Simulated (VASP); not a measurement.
Write the native input for VASP 6.6.1 that does the following.

```
Task                   : single point
Functional             : r2SCAN
Potentials or basis    : VASP PAW PBE potentials, release 64 (Sr_sv)
Cutoff                 : 520 eV
k mesh                 : 9 × 9 × 9
Occupations            : fermi-dirac, width 1 eV
Spin                   : no spin polarisation
Dipole correction      : no
Further INCAR settings : ALGO = Normal; EDIFF = 1e-07; NBANDS = 11
```

The system is Sr.

```
Sr
1.0
     0.00000    3.05211    3.05211
     3.05211    0.00000    3.05211
     3.05211    3.05211    0.00000
Sr
1
Direct
  0.00000 0.00000 0.00000
```

These files were run (other wordings do the same):

POSCAR

```
Sr
1.0
    0.0000000000      3.0521104090      3.0521104090
    3.0521104090      0.0000000000      3.0521104090
    3.0521104090      3.0521104090      0.0000000000
Sr
1
Direct
    0.0000000000      0.0000000000      0.0000000000
```

INCAR.step1

```
PREC = Accurate
ENCUT = 520
ISMEAR = -1
SIGMA = 1.0
LREAL = False
LASPH = True
NELM = 80
NBANDS = 11
GGA = PE
ALGO = Normal
EDIFF = 1E-4
LWAVE = True
LCHARG = False
```

INCAR.step2

```
PREC = Accurate
ENCUT = 520
EDIFF = 1E-7
ISMEAR = -1
SIGMA = 1.0
LREAL = False
LASPH = True
NELM = 80
ALGO = Normal
ISIF = 2
LWAVE = False
LCHARG = True
METAGGA = R2SCAN
LMIXTAU = True
LELF = True
LVHAR = True
NBANDS = 11
ISTART = 1
```

KPOINTS

```
Automatic mesh
0
Gamma
  9 9 9
```

Potentials or basis: VASP PAW PBE potentials, release 64 (Sr_sv).

The run is started by

```bash
$ cat potpaw_PBE.64/Sr_sv/POTCAR > POTCAR
$ cp INCAR.step1 INCAR
$ mpirun -np 1 vasp_std > vasp.out
$ cp INCAR.step2 INCAR
$ mpirun -np 1 vasp_std > vasp.out
```

It gave:

```
Pressure               : 1.0 GPa
Band gap on the k mesh : zero (band 5 reaches 1.50 eV, above the bottom of band 6 at 1.49 eV)
```

Caveat: the PAW data sets were made with another functional, which shifts forces and pressure a little.

Wall time 39 s on 1 thread of Intel(R) Xeon(R) Platinum 8488C (Sapphire Rapids) (shared host), peak memory 0.19 GiB.
